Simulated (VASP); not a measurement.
# Sn12SO23 (a cell with a defect) in VASP: single point with PBE

Aim: the single point of Sn12SO23 (a cell with a defect) with PBE.

Everything below comes from runs of VASP 6.6.1. Logs are shortened: lines on timing, memory, paths and dates and some standing lists are left out, and cuts for length are marked.

### Step 1. The cell of the first run

The cell holds a defect, 36 atoms: a = 6.827 Å, b = 6.827 Å, c = 9.723 Å, α = 90.00°, β = 90.00°, γ = 89.07°.

### Step 2. Single point, PBE

INCAR reads:

```
SYSTEM = Sn12SO23
PREC = Accurate
ENCUT = 520
EDIFF = 1E-6
ISMEAR = -1
SIGMA = 0.01
LREAL = Auto
LASPH = .True.
NELM = 100
ALGO = Normal
ISIF = 2
LWAVE = .False.
LCHARG = .False.
GGA = PE
NBANDS = 180
```

KPOINTS reads:

```
regular mesh
0
Gamma
  3 3 2
  0 0 0
```

POSCAR reads:

```
Sn12SO23
1.0
    4.7880040000      4.8665820000      0.0000000000
   -4.7880040000      4.8665820000      0.0000000000
    0.0000000000      0.0000000000      9.7226940000
Sn S O
12 1 23
Direct
    0.5127252216     -0.0038315176      0.1781132644
    0.4961784446     -0.0001151075      0.5000000000
    0.5127252216     -0.0038315176      0.8218867356
   -0.0021329626      0.4927818612      0.1683209248
    0.0066289624      0.4995295213      0.5000000000
   -0.0021329626      0.4927818612      0.8316790752
   -0.0313874180     -0.0216252523      0.0000000000
    0.0032623850     -0.0006324688      0.3347604978
    0.0032623850     -0.0006324688      0.6652395022
    0.5025238264      0.4980082246      0.0000000000
    0.5044929163      0.4999630859      0.3345396327
    0.5044929163      0.4999630859      0.6654603673
    0.2889666508      0.0875670868      0.0000000000
    0.3074239050      0.0075469123      0.3354306708
    0.3074239050      0.0075469123      0.6645693292
    0.8086029973      0.5110340686      0.0000000000
    0.8099373387      0.5100659758      0.3374671237
    0.8099373387      0.5100659758      0.6625328763
    0.4947901140      0.6930336827      0.1677396247
    0.4893692063      0.6931063302      0.5000000000
    0.4947901140      0.6930336827      0.8322603753
    0.9690220826      0.1891859307      0.1701875760
    0.9972432023      0.1928985200      0.5000000000
    0.9690220826      0.1891859307      0.8298124240
    0.5294849975      0.3095098117      0.1711961519
    0.5078311430      0.3051456717      0.5000000000
    0.5294849975      0.3095098117      0.8288038481
   -0.0022820367      0.8000829235      0.1717382336
    0.0159940033      0.8057107874      0.5000000000
   -0.0022820367      0.8000829235      0.8282617664
    0.6820163637      0.9780094278      0.0000000000
    0.6972317375      0.9866196483      0.3408000692
    0.6972317375      0.9866196483      0.6591999308
    0.1936223680      0.5077842457      0.0000000000
    0.1972494260      0.4871473921      0.3314942825
    0.1972494260      0.4871473921      0.6685057175
```

Potentials or basis: VASP PAW PBE potentials, release 64 (Sn_d, S, O).

Command:

```bash
cat potpaw_PBE.64/Sn_d/POTCAR potpaw_PBE.64/S/POTCAR potpaw_PBE.64/O/POTCAR > POTCAR
mpirun -np 1 vasp_std > vasp.out
```

OUTCAR:

```text
SYSTEM = Sn12SO23
   PREC = Accurate
   ENCUT = 520
   EDIFF = 1E-6
   ISMEAR = -1
   LREAL = Auto
   LASPH = .True.
   NELM = 100
   ISIF = 2
   GGA = PE

 ion  position               nearest neighbor table
   1  0.513  0.996  0.178-  32 2.02  14 2.08  19 2.08  31 2.08  25 2.15  13 2.39   2 3.13   3 3.46
                             7 3.56   8 3.68  11 3.71
   2  0.496  1.000  0.500-  14 2.05  15 2.05  32 2.07  33 2.07  26 2.09  20 2.10   1 3.13   3 3.13
                             8 3.73   9 3.73
   3  0.513  0.996  0.822-  33 2.02  15 2.08  21 2.08  31 2.08  27 2.15  13 2.39   2 3.13   1 3.46
                             7 3.56   9 3.68  12 3.71
   4  0.998  0.493  0.168-  22 2.09  16 2.09  17 2.09  35 2.09  28 2.10  34 2.12   5 3.23   6 3.27
                             7 3.70  11 3.74   8 3.74  10 3.76
   5  0.007  0.500  0.500-  17 2.07  18 2.07  29 2.09  35 2.09  36 2.09  23 2.10   4 3.23   6 3.23

   6  0.998  0.493  0.832-  24 2.09  16 2.09  18 2.09  36 2.09  30 2.10  34 2.12   5 3.23   4 3.27
                             7 3.70  12 3.74   9 3.74  10 3.76
   7  0.969  0.978  0.000-  31 1.96  30 2.07  28 2.07  24 2.19  22 2.19  13 2.32   8 3.27   9 3.27
                             1 3.56   3 3.56   4 3.70   6 3.70
   8  0.003  0.999  0.335-  22 2.07  14 2.08  23 2.08  29 2.08  28 2.09  32 2.09   9 3.21   7 3.27
                             1 3.68   2 3.73   4 3.74
   9  0.003  0.999  0.665-  24 2.07  15 2.08  23 2.08  29 2.08  30 2.09  33 2.09   8 3.21   7 3.27
                             3 3.68   2 3.73   6 3.74
  10  0.503  0.498  0.000-  16 2.09  19 2.11  21 2.11  34 2.11  27 2.11  25 2.11  13 3.18  12 3.25
                            11 3.25   6 3.76   4 3.76
  11  0.504  0.500  0.335-  25 2.06  20 2.08  26 2.09  17 2.09  19 2.09  35 2.10  12 3.22  10 3.25
                             1 3.71   4 3.74
  12  0.504  0.500  0.665-  27 2.06  20 2.08  26 2.09  18 2.09  21 2.09  36 2.10  11 3.22  10 3.25
                             3 3.71   6 3.74
  13  0.289  0.088  0.000-   7 2.32   3 2.39   1 2.39  10 3.18
  14  0.307  0.008  0.335-   2 2.05   1 2.08   8 2.08
  15  0.307  0.008  0.665-   2 2.05   3 2.08   9 2.08
  16  0.809  0.511  0.000-   4 2.09   6 2.09  10 2.09
  17  0.810  0.510  0.337-   5 2.07  11 2.09   4 2.09
  18  0.810  0.510  0.663-   5 2.07  12 2.09   6 2.09
  19  0.495  0.693  0.168-   1 2.08  11 2.09  10 2.11
[... 15 lines left out ...]
  35  0.197  0.487  0.331-   4 2.09   5 2.09  11 2.10
  36  0.197  0.487  0.669-   6 2.09   5 2.09  12 2.10

  LATTYP: Found a base centered orthorhombic cell.
 ALAT       =     9.5760080000
 B/A-ratio  =     1.0164114316
 C/A-ratio  =     1.0153180741

  Lattice vectors:

 A1 = (   4.7880040000,  -4.8665820000,   0.0000000000)
 A2 = (   4.7880040000,   4.8665820000,   0.0000000000)
 A3 = (   0.0000000000,   0.0000000000,   9.7226940000)

Analysis of symmetry for initial positions (statically):
=====================================================================
 Subroutine PRICEL returns:
 Original cell was already a primitive cell.

 Routine SETGRP: Setting up the symmetry group for a
 base centered orthorhombic supercell.

 Subroutine GETGRP returns: Found  2 space group operations
 (whereof  2 operations were pure point group operations)
 out of a pool of  8 trial point group operations.

The static configuration has the point symmetry C_1h.

Analysis of symmetry for dynamics (positions and initial velocities):
=====================================================================
 Subroutine PRICEL returns:
 Original cell was already a primitive cell.

 Routine SETGRP: Setting up the symmetry group for a
 base centered orthorhombic supercell.

 Subroutine GETGRP returns: Found  2 space group operations
 (whereof  2 operations were pure point group operations)
 out of a pool of  8 trial point group operations.

The dynamic configuration has the point symmetry C_1h.

 Subroutine INISYM returns: Found  2 space group operations
 (whereof  2 operations are pure point group operations),
 and found     1 'primitive' translations

----------------------------------------------------------------------------------------

                                     Primitive cell

  volume of cell :     453.1011

  direct lattice vectors                    reciprocal lattice vectors
     4.788004000  4.866582000  0.000000000     0.104427649  0.102741513  0.000000000
    -4.788004000  4.866582000  0.000000000    -0.104427649  0.102741513  0.000000000
     0.000000000  0.000000000  9.722694000     0.000000000  0.000000000  0.102852152

[... 87 lines left out ...]

 Generating k-lattice:

  Cartesian coordinates                     Fractional coordinates (reciprocal lattice)
     0.034809216  0.034247171  0.000000000     0.333333333  0.000000000  0.000000000
    -0.034809216  0.034247171  0.000000000     0.000000000  0.333333333  0.000000000
     0.000000000  0.000000000  0.051426076     0.000000000  0.000000000  0.500000000

  Length of vectors
     0.048831857  0.048831857  0.051426076

  Shift w.r.t. Gamma in fractional coordinates (k-lattice)
     0.000000000  0.000000000  0.000000000

 Subroutine IBZKPT returns following result:
 ===========================================

 Found     10 irreducible k-points:

 Following reciprocal coordinates:
            Coordinates               Weight
  0.000000  0.000000  0.000000      1.000000
  0.333333 -0.000000  0.000000      2.000000
  0.000000 -0.333333  0.000000      2.000000
  0.333333  0.333333  0.000000      2.000000
 -0.333333  0.333333  0.000000      2.000000
  0.000000  0.000000  0.500000      1.000000
  0.333333 -0.000000  0.500000      2.000000
  0.000000 -0.333333  0.500000      2.000000
  0.333333  0.333333  0.500000      2.000000
 -0.333333  0.333333  0.500000      2.000000
   k-points           NKPTS =     10   k-points in BZ     NKDIM =     10   number of bands    NBANDS=    180
   number of dos      NEDOS =    301   number of ions     NIONS =     36
   total plane-waves  NPLWV = 209952
   dimension x,y,z NGX =    54 NGY =   54 NGZ =   72
   dimension x,y,z NGXF=   108 NGYF=  108 NGZF=  144
   ions per type =              12   1  23
   NGX,Y,Z   is equivalent  to a cutoff of  13.15, 13.15, 12.31 a.u.
   NGXF,Y,Z  is equivalent  to a cutoff of  26.30, 26.30, 24.62 a.u.
 SYSTEM =  Sn12SO23
   PREC   = accura    normal or accurate (medium, high low for compatibility)
   ISTART =      0    job   : 0-new  1-cont  2-samecut
   ICHARG =      2    charge: 1-file 2-atom 10-const
   ISPIN  =      1    spin polarized calculation?
   LNONCOLLINEAR =      F non collinear calculations
   LSORBIT =      F    spin-orbit coupling
   LASPH  =      T    aspherical Exc in radial PAW
   ENCUT  =  520.0 eV  38.22 Ry    6.18 a.u.  12.69 12.69 18.08*2*pi/ulx,y,z
   NELM   =    100;   NELMIN=  2; NELMDL= -5     # of ELM steps
   EDIFF  = 0.1E-05   stopping-criterion for ELM
   LREAL  =      T    real-space projection
   EDIFFG = 0.1E-04   stopping-criterion for IOM
   NSW    =      0    number of steps for IOM
   IBRION =     -1    ionic relax: 0-MD 1-quasi-New 2-CG
   NFREE  =      0    steps in history (QN), initial steepest desc. (CG)
   ISIF   =      2    stress and relaxation
   ISYM   =      2    0-nonsym 1-usesym 2-fastsym
   POTIM  = 0.5000    time-step for ionic-motion
   TEBEG  =    0.0;   TEEND  =   0.0 temperature during run
   PSTRESS=    0.0 pullay stress
   NELECT =     312.0000    total number of electrons
   NUPDOWN=      -1.0000    fix difference up-down
   EMIN   =  10.00;   EMAX   =-10.00  energy-range for DOS
   EFERMI =   0.00;   METHOD = LEGACY
   ISMEAR =    -1;   SIGMA  =   0.01  broadening in eV -4-tet -1-fermi 0-gaus
   EFERMI_NEDOS =   21; number of points for ismear=-14 and -15
   IALGO  =     38    algorithm
   IMIX   =      4    mixing-type and parameters
     AMIX     =   0.40;   BMIX     =  1.00
     AMIX_MAG =   1.60;   BMIX_MAG =  1.00
  volume/ion in A,a.u.               =      12.59        84.94
  Fermi-wavevector in a.u.,A,eV,Ry     =   1.445644  2.731871 28.434627  2.089886
  Thomas-Fermi vector in A             =   2.563802
   LORBIT       =      0    0 simple, 1 ext, 2 COOP (PROOUT), +10 PAW based schemes
   GGA     = PE    functional components
   LHFCALC =     F    Hartree Fock is set to
   AEXX    =    0.0000 exact exchange contribution
   IVDW    =     0    specifies the selected vdW correction
   LEPSILON=     F    determine dielectric tensor
   LRPA    =     F    only Hartree local field effects (RPA)
 non-spin polarized calculation
  energy-cutoff  :      520.00
  volume of cell :      453.10
 maximum number of plane-waves:     12216
 NGX is ok and might be reduce to    54
   NGX = 25   NGY = 25   NGZ = 37

 number of electron     311.9999990 magnetization

 Free energy of the ion-electron system (eV)
  ---------------------------------------------------
  ext. energy  EPLUGINS =         0.00000000
  ---------------------------------------------------
  free energy    TOTEN  =      -218.99308024 eV

  energy without entropy =     -218.99308024  energy(sigma->0) =     -218.99308024

 E-fermi :   6.1913     XC(G=0): -11.0639

 val. band max:        5.9427579730   @ k =   0.0000   0.0000   0.5000
 cond. band min:       6.7700970696   @ k =   0.0000   0.0000   0.0000
 fundamental gap:      0.8273390967
 Fermi energy:         6.1912685801

 k-point     1 :       0.0000    0.0000    0.0000
  band No.  band energies     occupation
      1     -15.2821      2.00000
      2     -15.0811      2.00000
      3     -15.0744      2.00000
      4     -14.9790      2.00000
      5     -14.9371      2.00000
      6     -14.8873      2.00000
[... 1699 lines left out ...]
    167      11.5661      0.00000
    168      11.6240      0.00000
 [bands above 168 left out]

------------------------ aborting loop because EDIFF is reached ----------------------------------------

  FORCE on cell =-STRESS in cart. coord.  units (eV):
  Direction    XX          YY          ZZ          XY          YZ          ZX
  --------------------------------------------------------------------------------------
  -------------------------------------------------------------------------------------
  Total       14.1954100     14.5544055     16.5187679      7.2782317      0.0000000      0.0000000
  in kB       50.1953354     51.4647527     58.4107887     25.7360149      0.0000000      0.0000000
  external PRESSURE =      53.3569589 kB  Pullay stress =       0.0000000 kB

 VOLUME and BASIS-vectors are now :
 -----------------------------------------------------------------------------
  energy-cutoff  :      520.00
  volume of cell :      453.10
      direct lattice vectors                 reciprocal lattice vectors
     4.788004000  4.866582000  0.000000000     0.104427649  0.102741513  0.000000000
    -4.788004000  4.866582000  0.000000000    -0.104427649  0.102741513  0.000000000
     0.000000000  0.000000000  9.722694000     0.000000000  0.000000000  0.102852152

 POSITION                                       TOTAL-FORCE (eV/Angst)
 -----------------------------------------------------------------------------------
     -2.31473      7.34315      1.73174        -0.045287     -0.014933     -0.050461
     -2.41175      7.28071      4.86135        -0.009324      0.001161      0.000000
     -2.31473      7.34315      7.99095        -0.045287     -0.014933      0.050461
      2.41835      7.25437      1.63653        -0.003700     -0.002960      0.002068
     -2.36001      2.46326      4.86135         0.001959      0.005249      0.000000
      2.41835      7.25437      8.08616        -0.003700     -0.002960     -0.002068
[... 28 lines left out ...]
     -1.38803      3.33067      3.22302         0.016682      0.013946     -0.004452
     -1.38803      3.33067      6.49968         0.016682      0.013946      0.004452
 -----------------------------------------------------------------------------------
    total drift:                                0.074402     -0.023813     -0.000006

  FREE ENERGIE OF THE ION-ELECTRON SYSTEM (eV)
  ---------------------------------------------------
  free  energy   TOTEN  =      -218.9930802404 eV

  energy  without entropy=     -218.9930802404  energy(sigma->0) =     -218.99308024
```

It took 17 min on 1 thread of AMD EPYC 9R45 (Zen 5), shared host; peak memory 0.76 GiB.

What came out:

```yaml
Free_energy: -218.9931 eV
Pressure: 5.3 GPa
Largest_force: 0.078 eV/Å
Band_gap_on_the_k_mesh: 0.83 eV
```

Forces in eV/Å, atoms in the order of the input:
```
Sn  -0.045 -0.015 -0.050
Sn  -0.009  0.001  0.000
Sn  -0.045 -0.015  0.050
Sn  -0.004 -0.003  0.002
Sn   0.002  0.005  0.000
Sn  -0.004 -0.003 -0.002
Sn   0.043  0.065  0.000
Sn   0.020 -0.012 -0.001
Sn   0.020 -0.012  0.001
Sn   0.005  0.006  0.000
Sn   0.005  0.003  0.012
Sn   0.005  0.003 -0.012
S   -0.002 -0.021  0.000
O   -0.024 -0.015 -0.005
O   -0.024 -0.015  0.005
O   -0.013 -0.005  0.000
O   -0.017 -0.010  0.000
O   -0.017 -0.010  0.000
O   -0.013  0.003 -0.005
O   -0.018  0.011  0.000
O   -0.013  0.003  0.005
O   -0.013  0.006 -0.019
O   -0.018  0.015  0.000
O   -0.013  0.006  0.019
O    0.027 -0.018 -0.014
O    0.005 -0.008  0.000
O    0.027 -0.018  0.014
O    0.014 -0.006  0.009
O    0.015 -0.010  0.000
O    0.014 -0.006 -0.009
O    0.000  0.008  0.000
O    0.021  0.017  0.005
O    0.021  0.017 -0.005
O    0.013  0.004  0.000
O    0.017  0.014 -0.004
O    0.017  0.014  0.004
```

Caveat: spin-orbit coupling is left out, which moves the levels of the heavy elements.
